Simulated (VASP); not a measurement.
Here is a VASP 6.6.1 calculation.

POSCAR

```
InAs
1.0
    0.0000000000      2.9696739469      2.9696739469
    2.9696739469      0.0000000000      2.9696739469
    2.9696739469      2.9696739469      0.0000000000
In As
1 1
Direct
    0.0000000000      0.0000000000      0.0000000000
    0.2500000000      0.2500000000      0.2500000000
```

Contents of INCAR.step1:

```
SYSTEM = InAs
ALGO     = Normal         ! electronic algorithm
EDIFF    = 1E-4           ! SCF threshold, eV
ENCUT    = 520            ! plane-wave cutoff, eV
GGA      = PE             ! functional
ISMEAR   = -1             ! smearing method
LASPH    = .TRUE.         ! aspherical terms in the spheres
LCHARG   = .FALSE.        ! write CHGCAR
LREAL    = .FALSE.        ! projectors in reciprocal space
LWAVE    = .TRUE.         ! write WAVECAR
NBANDS   = 16             ! bands
NELM     = 80             ! most SCF steps
PREC     = Accurate       ! precision mode
SIGMA    = 0.02           ! smearing width, eV
```

The input INCAR.step2:

```
SYSTEM = InAs
ALGO     = Normal         ! electronic algorithm
EDIFF    = 1E-6           ! SCF threshold, eV
ENCUT    = 520            ! plane-wave cutoff, eV
ISIF     = 2              ! what is computed and relaxed
ISMEAR   = -1             ! smearing method
ISTART   = 1            
LASPH    = .TRUE.         ! aspherical terms in the spheres
LCHARG   = .TRUE.         ! write CHGCAR
LELF     = .TRUE.         ! ELF
LMIXTAU  = .TRUE.       
LREAL    = .FALSE.        ! projectors in reciprocal space
LVHAR    = .TRUE.       
LWAVE    = .FALSE.        ! write WAVECAR
METAGGA  = R2SCAN         ! meta-GGA
NBANDS   = 16             ! bands
NELM     = 80             ! most SCF steps
PREC     = Accurate       ! precision mode
SIGMA    = 0.02           ! smearing width, eV
```

File KPOINTS:

```
k-points
0
G
  8 8 8
  0 0 0
```

Potentials or basis: VASP PAW PBE potentials, release 64 (In_d, As).

Command:

```console
$ cat potpaw_PBE.64/In_d/POTCAR potpaw_PBE.64/As/POTCAR > POTCAR
$ cp INCAR.step1 INCAR
$ mpirun -np 1 vasp_std > vasp.out
$ cp INCAR.step2 INCAR
$ mpirun -np 1 vasp_std > vasp.out
```

Question: Estimate the band gap on the k mesh.

Answer: 0.55 eV, direct.

Question: Estimate the pressure.

Answer: 5.9 GPa.

Caveat: the cell differs from its parent crystal (strain -2.8%); the PAW data sets were made with another functional, which shifts forces and pressure a little; spin-orbit coupling is left out, which moves the levels of the heavy elements.
